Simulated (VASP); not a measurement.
Runs of VASP 6.6.1 on Ni. The structure is that of space group P6/mmm (No. 191), or close to it. The cells are those of the table. This isn't the form of Ni at room conditions, which is fcc.

```csv
spin,cell,k mesh,cutoff (eV),smearing,gap on the mesh (eV),pressure (GPa),moment (μB)
off,"a = 3.994, b = 3.994, c = 2.403 Å, angles 90.0, 90.0, 120.0°, 3 atoms",9 × 9 × 13,520,fermi-dirac 0.1 eV,none,(c),-
off,"a = 4.046, b = 4.046, c = 2.434 Å, angles 90.0, 90.0, 120.0°, 3 atoms",12 × 12 × 17,520,fermi-dirac 0.1 eV,none,-6.7,-
"collinear, ferromagnetic start","a = 3.824, b = 3.824, c = 2.318 Å, angles 90.0, 90.0, 120.0°, 3 atoms",10 × 10 × 15,600,fermi-dirac 0.05 eV,none,32.1,1.72
"collinear, ferromagnetic start","a = 3.991, b = 3.991, c = 2.419 Å, angles 90.0, 90.0, 120.0°, 3 atoms",12 × 12 × 17,600,fermi-dirac 0.05 eV,none,-0.2,(b)
off,"a = 4.098, b = 4.098, c = 2.465 Å, angles 90.0, 90.0, 120.0°, 3 atoms",12 × 12 × 17,520,fermi-dirac 0.1 eV,none,-12.0,-
off,"a = 3.884, b = 3.884, c = 2.337 Å, angles 90.0, 90.0, 120.0°, 3 atoms",12 × 12 × 17,520,fermi-dirac 0.1 eV,none,19.3,-
"collinear, ferromagnetic start","a = 4.095, b = 4.095, c = 2.481 Å, angles 90.0, 90.0, 120.0°, 3 atoms",10 × 10 × 15,600,fermi-dirac 0.05 eV,none,-12.0,1.94
"collinear, ferromagnetic start","a = 4.043, b = 4.043, c = 2.450 Å, angles 90.0, 90.0, 120.0°, 3 atoms",10 × 10 × 15,600,fermi-dirac 0.05 eV,none,(a),1.91
```

Alike in all rows: task single point; level PBE; potentials or basis VASP PAW PBE potentials, release 64 (Ni).

Problem. Estimate the missing entries.

Solution. (a) -6.8; (b) 1.87; (c) 0.0.

Caveats: the cell stands under tension (at least some runs); the cell stands under pressure (at least some runs).

A gap of «none» marks levels without a gap at the run's occupations.
